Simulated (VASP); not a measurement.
# Zr8HS16 (a cell with a defect) in VASP: single point with PBE

Aim: the single point of Zr8HS16 (a cell with a defect) with PBE.

All numbers are computed with VASP 6.6.1; they aren't measurements. Logs are shortened: lines on timing, memory, paths and dates and some standing lists are left out, and cuts for length are marked.

## 1. The cell of the first run

The cell holds a defect, 25 atoms: a = 9.296 Å, b = 9.296 Å, c = 9.750 Å, α = 116.71°, β = 116.71°, γ = 93.27°.

## 2. Single point, PBE

Input file INCAR:

```
SYSTEM = Zr8HS16
PREC = Accurate
ENCUT = 400
EDIFF = 1E-6
ISMEAR = 0
SIGMA = 0.02
LREAL = .FALSE.
LASPH = .TRUE.
NELM = 120
ALGO = Normal
ISIF = 2
LWAVE = .FALSE.
LCHARG = .FALSE.
GGA = PE
NELECT = 192.0
NBANDS = 114
GGA_COMPAT = .FALSE.
```

Input file KPOINTS:

```
Automatic mesh
0
Gamma
  2 2 2
  0.5 0.5 0.5
```

Input file POSCAR:

```
Zr8HS16
1.0
    0.0000000000      6.3829682806     -6.7579064893
    0.0000000000      6.3829682806      6.7579064893
    7.3704169100     -6.3829682806      0.0000000000
Zr S H
8 16 1
Direct
    0.0000001567      0.0000001567      0.0000000000
    0.1196799975      0.1388354860      0.7466756721
    0.2472216890      0.2472202093      0.4944409583
    0.3730023036      0.3921640070      0.2533252898
    0.5000000520      0.4999999040      0.0000000000
    0.6269976127      0.6078359093      0.7466745867
    0.7527784518      0.7527799315      0.5055590539
    0.8803201285      0.8611644920      0.2533244758
    0.8146210767      0.5926686122      0.2529960005
    0.9500785056      0.6841488123     -0.0000001357
    0.0693323674      0.8682250435      0.7589577453
    0.1944481284      0.9815868685      0.5082228110
    0.3103748285      0.1092683168      0.2410405031
    0.4295371769      0.2294801027      0.0000016281
    0.5616274461      0.3396709863      0.7470056399
    0.6862247873      0.4733643397      0.4917758445
    0.0499207776      0.3158512108      0.0000000000
    0.1853789814      0.4073312979      0.7470040117
    0.3137752856      0.5266357332      0.5082240321
    0.4383726799      0.6603289917      0.2529945080
    0.5704628531      0.7705197793     -0.0000016281
    0.6896253185      0.8907316821      0.7589593734
    0.8055520019      0.0184132618      0.4917773369
    0.9306678369      0.1317750128      0.2410424026
    0.9999996443      0.4999999764      0.0000000000
```

Potentials or basis: VASP PAW PBE potentials, release 64 (Zr_sv, S, H).

Launch:

```
cat potpaw_PBE.64/Zr_sv/POTCAR potpaw_PBE.64/S/POTCAR potpaw_PBE.64/H/POTCAR > POTCAR
mpirun -np 1 vasp_std > vasp.out
```

OUTCAR:

```text
SYSTEM = Zr8HS16
   PREC = Accurate
   ENCUT = 400
   EDIFF = 1E-6
   ISMEAR = 0
   LREAL = .FALSE.
   LASPH = .TRUE.
   NELM = 120
   ISIF = 2
   GGA = PE
   NELECT = 192.0

 ion  position               nearest neighbor table
   1  0.000  0.000  0.000-  13 2.51  22 2.51  11 2.51  24 2.51  17 2.95  10 2.95   7 3.64   3 3.64
                             2 3.77   8 3.77   4 3.77   6 3.77
   2  0.120  0.139  0.747-  18 2.53  12 2.56  23 2.56  14 2.56  11 2.60  17 2.67   3 3.63   5 3.63
                             8 3.65   7 3.72   4 3.73   1 3.77
   3  0.247  0.247  0.494-  19 2.56  12 2.56  24 2.58  13 2.58  18 2.59  15 2.59   6 3.63   2 3.63
                             1 3.64   4 3.72   8 3.72   5 3.73
   4  0.373  0.392  0.253-  20 2.53  16 2.56  19 2.56  14 2.56  13 2.60  17 2.67   7 3.63   5 3.63
                             6 3.65   3 3.72   2 3.73   1 3.77
   5  0.500  0.500  0.000-  14 2.56  21 2.56   9 2.59  18 2.59  15 2.59  20 2.59   4 3.63   6 3.63
                             2 3.63   8 3.63   3 3.73   7 3.73
   6  0.627  0.608  0.747-  15 2.53  19 2.56  16 2.56  21 2.56  22 2.60  10 2.67   3 3.63   5 3.63
                             4 3.65   7 3.72   8 3.73   1 3.77
   7  0.753  0.753  0.506-  16 2.56  23 2.56  22 2.58  11 2.58   9 2.59  20 2.59   4 3.63   8 3.63
                             1 3.64   6 3.72   2 3.72   5 3.73
   8  0.880  0.861  0.253-   9 2.53  23 2.56  12 2.56  21 2.56  24 2.60  10 2.67   7 3.63   5 3.63
                             2 3.65   3 3.72   6 3.73   1 3.77
   9  0.815  0.593  0.253-   8 2.53   7 2.59   5 2.59
  10  0.950  0.684  1.000-  25 1.80   6 2.67   8 2.67   1 2.95
  11  0.069  0.868  0.759-   1 2.51   7 2.58   2 2.60
  12  0.194  0.982  0.508-   2 2.56   8 2.56   3 2.56
  13  0.310  0.109  0.241-   1 2.51   3 2.58   4 2.60
  14  0.430  0.229  0.000-   2 2.56   4 2.56   5 2.56
  15  0.562  0.340  0.747-   6 2.53   3 2.59   5 2.59
  16  0.686  0.473  0.492-   4 2.56   6 2.56   7 2.56
  17  0.050  0.316  0.000-  25 1.80   4 2.67   2 2.67   1 2.95
  18  0.185  0.407  0.747-   2 2.53   3 2.59   5 2.59
  19  0.314  0.527  0.508-   6 2.56   4 2.56   3 2.56
  20  0.438  0.660  0.253-   4 2.53   7 2.59   5 2.59
  21  0.570  0.771  1.000-   8 2.56   6 2.56   5 2.56
  22  0.690  0.891  0.759-   1 2.51   7 2.58   6 2.60
  23  0.806  0.018  0.492-   8 2.56   2 2.56   7 2.56
  24  0.931  0.132  0.241-   1 2.51   3 2.58   8 2.60
  25  1.000  0.500  0.000-  17 1.80  10 1.80

  LATTYP: Found a face centered orthorhombic cell.
 ALAT       =    12.7659365612
 B/A-ratio  =     1.0587404155
 C/A-ratio  =     1.1547005384

  Lattice vectors:

 A1 = (   7.3704169100,   0.0000000000,   6.7579064893)
 A2 = (   7.3704169100,   6.3829682806,   0.0000000000)
 A3 = (   0.0000000000,   6.3829682806,   6.7579064893)

Analysis of symmetry for initial positions (statically):
=====================================================================
 Subroutine PRICEL returns:
 Original cell was already a primitive cell.

 Routine SETGRP: Setting up the symmetry group for a
 face centered orthorhombic supercell.

 Subroutine GETGRP returns: Found  4 space group operations
 (whereof  4 operations were pure point group operations)
 out of a pool of  8 trial point group operations.

The static configuration has the point symmetry C_2h.

Analysis of symmetry for dynamics (positions and initial velocities):
=====================================================================
 Subroutine PRICEL returns:
 Original cell was already a primitive cell.

 Routine SETGRP: Setting up the symmetry group for a
 face centered orthorhombic supercell.

 Subroutine GETGRP returns: Found  4 space group operations
 (whereof  4 operations were pure point group operations)
 out of a pool of  8 trial point group operations.

The dynamic configuration has the point symmetry C_2h.

 Subroutine INISYM returns: Found  4 space group operations
 (whereof  4 operations are pure point group operations),
 and found     1 'primitive' translations

----------------------------------------------------------------------------------------

                                     Primitive cell

  volume of cell :     635.8533

  direct lattice vectors                    reciprocal lattice vectors
     0.000000000  6.382968281 -6.757906489     0.067838768  0.078333461 -0.073987410
     0.000000000  6.382968281  6.757906489     0.067838768  0.078333461  0.073987410
     7.370416910 -6.382968281  0.000000000     0.135677535  0.000000000  0.000000000

  length of vectors
     9.295783140  9.295783140  9.750145101     0.127327791  0.127327791  0.135677535

  position of ions in fractional coordinates (direct lattice)
     0.000000157  0.000000157  0.000000000
     0.119679998  0.138835486  0.746675672
     0.247221689  0.247220209  0.494440958
     0.373002304  0.392164007  0.253325290
     0.500000052  0.499999904  0.000000000
     0.626997613  0.607835909  0.746674587
[... 17 lines left out ...]
     0.930667837  0.131775013  0.241042403
     0.999999644  0.499999976  0.000000000

  ion indices of the primitive-cell ions
   primitive index   ion index
                 1           1
                 2           2
                 3           3
                 4           4
                 5           5
                 6           6
[... 17 lines left out ...]
                24          24
                25          25

----------------------------------------------------------------------------------------

 KPOINTS: Automatic mesh

Automatic generation of k-mesh.
 Grid dimensions read from file:
 generate k-points for:    2    2    2

 Generating k-lattice:

  Cartesian coordinates                     Fractional coordinates (reciprocal lattice)
     0.033919384  0.039166731 -0.036993705     0.500000000  0.000000000  0.000000000
     0.033919384  0.039166731  0.036993705     0.000000000  0.500000000  0.000000000
     0.067838768  0.000000000  0.000000000     0.000000000  0.000000000  0.500000000

  Length of vectors
     0.063663896  0.063663896  0.067838768

  Shift w.r.t. Gamma in fractional coordinates (k-lattice)
     0.500000000  0.500000000  0.500000000

 Subroutine IBZKPT returns following result:
 ===========================================

 Found      3 irreducible k-points:

 Following reciprocal coordinates:
            Coordinates               Weight
  0.250000  0.250000  0.250000      2.000000
 -0.250000  0.250000  0.250000      4.000000
 -0.250000 -0.250000  0.250000      2.000000
   k-points           NKPTS =      3   k-points in BZ     NKDIM =      3   number of bands    NBANDS=    114
   number of dos      NEDOS =    301   number of ions     NIONS =     25
   total plane-waves  NPLWV = 262144
   dimension x,y,z NGX =    64 NGY =   64 NGZ =   64
   dimension x,y,z NGXF=   128 NGYF=  128 NGZF=  128
   ions per type =               8  16   1
   NGX,Y,Z   is equivalent  to a cutoff of  11.45, 11.45, 10.91 a.u.
   NGXF,Y,Z  is equivalent  to a cutoff of  22.89, 22.89, 21.82 a.u.
 SYSTEM =  Zr8HS16
   PREC   = accura    normal or accurate (medium, high low for compatibility)
   ISTART =      0    job   : 0-new  1-cont  2-samecut
   ICHARG =      2    charge: 1-file 2-atom 10-const
   ISPIN  =      1    spin polarized calculation?
   LNONCOLLINEAR =      F non collinear calculations
   LSORBIT =      F    spin-orbit coupling
   LASPH  =      T    aspherical Exc in radial PAW
   ENCUT  =  400.0 eV  29.40 Ry    5.42 a.u.  15.16 15.16 15.90*2*pi/ulx,y,z
   NELM   =    120;   NELMIN=  2; NELMDL= -5     # of ELM steps
   EDIFF  = 0.1E-05   stopping-criterion for ELM
   LREAL  =      F    real-space projection
   EDIFFG = 0.1E-04   stopping-criterion for IOM
   NSW    =      0    number of steps for IOM
   IBRION =     -1    ionic relax: 0-MD 1-quasi-New 2-CG
   NFREE  =      0    steps in history (QN), initial steepest desc. (CG)
   ISIF   =      2    stress and relaxation
   ISYM   =      2    0-nonsym 1-usesym 2-fastsym
   POTIM  = 0.5000    time-step for ionic-motion
   TEBEG  =    0.0;   TEEND  =   0.0 temperature during run
   PSTRESS=    0.0 pullay stress
   NELECT =     192.0000    total number of electrons
   NUPDOWN=      -1.0000    fix difference up-down
   EMIN   =  10.00;   EMAX   =-10.00  energy-range for DOS
   EFERMI =   0.00;   METHOD = LEGACY
   ISMEAR =     0;   SIGMA  =   0.02  broadening in eV -4-tet -1-fermi 0-gaus
   EFERMI_NEDOS =   21; number of points for ismear=-14 and -15
   IALGO  =     38    algorithm
   IMIX   =      4    mixing-type and parameters
     AMIX     =   0.40;   BMIX     =  1.00
     AMIX_MAG =   1.60;   BMIX_MAG =  1.00
  volume/ion in A,a.u.               =      25.43       171.64
  Fermi-wavevector in a.u.,A,eV,Ry     =   1.098305  2.075495 16.412351  1.206274
  Thomas-Fermi vector in A             =   2.234680
   LORBIT       =      0    0 simple, 1 ext, 2 COOP (PROOUT), +10 PAW based schemes
   GGA     = PE    functional components
   LHFCALC =     F    Hartree Fock is set to
   AEXX    =    0.0000 exact exchange contribution
   IVDW    =     0    specifies the selected vdW correction
   LEPSILON=     F    determine dielectric tensor
   LRPA    =     F    only Hartree local field effects (RPA)
 non-spin polarized calculation
 Gauss-broadening in eV      SIGMA  =   0.02
  energy-cutoff  :      400.00
  volume of cell :      635.85
 maximum number of plane-waves:     11576
 NGX is ok and might be reduce to    64
   NGX = 31   NGY = 31   NGZ = 31

 number of electron     192.0000007 magnetization

 Free energy of the ion-electron system (eV)
  ---------------------------------------------------
  ext. energy  EPLUGINS =         0.00000000
  ---------------------------------------------------
  free energy    TOTEN  =      -177.34652125 eV

  energy without entropy =     -177.34652125  energy(sigma->0) =     -177.34652125

 E-fermi :   2.9339     XC(G=0):  -8.6591

 val. band max:        2.6858374548   @ k =  -0.2500  -0.2500   0.2500
 cond. band min:       4.1481428244   @ k =  -0.2500   0.2500   0.2500
 fundamental gap:      1.4623053697
 Fermi energy:         2.9339219581

 k-point     1 :       0.2500    0.2500    0.2500
  band No.  band energies     occupation
      1     -46.2658      2.00000
      2     -45.9094      2.00000
      3     -45.9057      2.00000
      4     -45.9026      2.00000
      5     -45.8985      2.00000
      6     -45.8941      2.00000
[... 100 lines left out ...]
    107       5.7038      0.00000
    108       5.7452      0.00000

 k-point     2 :      -0.2500    0.2500    0.2500
  band No.  band energies     occupation
      1     -46.2658      2.00000
      2     -45.9096      2.00000
      3     -45.9059      2.00000
      4     -45.9007      2.00000
      5     -45.8997      2.00000
      6     -45.8956      2.00000
[... 100 lines left out ...]
    107       5.3616      0.00000
    108       5.4488      0.00000

 k-point     3 :      -0.2500   -0.2500    0.2500
  band No.  band energies     occupation
      1     -46.2658      2.00000
      2     -45.9094      2.00000
      3     -45.9057      2.00000
      4     -45.9026      2.00000
      5     -45.8985      2.00000
      6     -45.8941      2.00000
[... 100 lines left out ...]
    107       5.5403      0.00000
    108       5.6630      0.00000
 [bands above 108 left out]

------------------------ aborting loop because EDIFF is reached ----------------------------------------

  FORCE on cell =-STRESS in cart. coord.  units (eV):
  Direction    XX          YY          ZZ          XY          YZ          ZX
  --------------------------------------------------------------------------------------
  -------------------------------------------------------------------------------------
  Total       -7.7794863     -8.2488663    -17.6518220      0.0000000     -5.0048639      0.0000000
  in kB      -19.6021896    -20.7848996    -44.4777909      0.0000000    -12.6108959      0.0000000
  external PRESSURE =     -28.2882934 kB  Pullay stress =       0.0000000 kB

 VOLUME and BASIS-vectors are now :
 -----------------------------------------------------------------------------
  energy-cutoff  :      400.00
  volume of cell :      635.85
      direct lattice vectors                 reciprocal lattice vectors
     0.000000000  6.382968281 -6.757906489     0.067838768  0.078333461 -0.073987410
     0.000000000  6.382968281  6.757906489     0.067838768  0.078333461  0.073987410
     7.370416910 -6.382968281  0.000000000     0.135677535  0.000000000  0.000000000

 POSITION                                       TOTAL-FORCE (eV/Angst)
 -----------------------------------------------------------------------------------
      0.00000      0.00000      0.00000         0.000000     -0.000000     -0.000000
      5.50331     -3.11591      0.12945        -0.005562      0.010286     -0.015212
      3.64424      0.00001     -0.00001        -0.011464      0.000000      0.000000
      1.86711      3.26707      0.12949         0.005562      0.010286     -0.015212
      0.00000      6.38297     -0.00000         0.000000     -0.000000     -0.000000
      5.50330      3.11590     -0.12949        -0.005562     -0.010286      0.015212
[... 17 lines left out ...]
      1.77658      5.24297     -5.39884         0.002082      0.005281      0.007223
      0.00000      9.57445     -3.37895         0.000000     -0.000000     -0.000000
 -----------------------------------------------------------------------------------
    total drift:                               -0.000748     -0.004733      0.004644

  FREE ENERGIE OF THE ION-ELECTRON SYSTEM (eV)
  ---------------------------------------------------
  free  energy   TOTEN  =      -177.3465212470 eV

  energy  without entropy=     -177.3465212470  energy(sigma->0) =     -177.34652125
```

Wall time 2.6 min (1 thread of Intel Xeon 6975P-C (Granite Rapids), shared host); peak memory 0.63 GiB.

What came out:

* Free energy: -177.3465 eV
* Largest force: 0.019 eV/Å

Forces on the atoms (eV/Å):
```
Zr   0.000  0.000  0.000
Zr  -0.006  0.010 -0.015
Zr  -0.011  0.000  0.000
Zr   0.006  0.010 -0.015
Zr   0.000  0.000  0.000
Zr  -0.006 -0.010  0.015
Zr   0.011  0.000  0.000
Zr   0.006 -0.010  0.015
S   -0.002  0.005 -0.013
S    0.000  0.005 -0.005
S   -0.002 -0.005 -0.007
S    0.006  0.002 -0.007
S    0.002 -0.005 -0.007
S    0.000 -0.011 -0.010
S    0.002  0.005 -0.013
S   -0.006  0.002 -0.007
S    0.000 -0.005  0.005
S    0.002 -0.005  0.013
S    0.006 -0.002  0.007
S   -0.002 -0.005  0.013
S    0.000  0.011  0.010
S   -0.002  0.005  0.007
S   -0.006 -0.002  0.007
S    0.002  0.005  0.007
H    0.000  0.000  0.000
```

Caveat: the cell carries a net charge on a neutralising background, which shifts energy and pressure; the cell is charged against a uniform background, so pressure and absolute levels hang on convention.
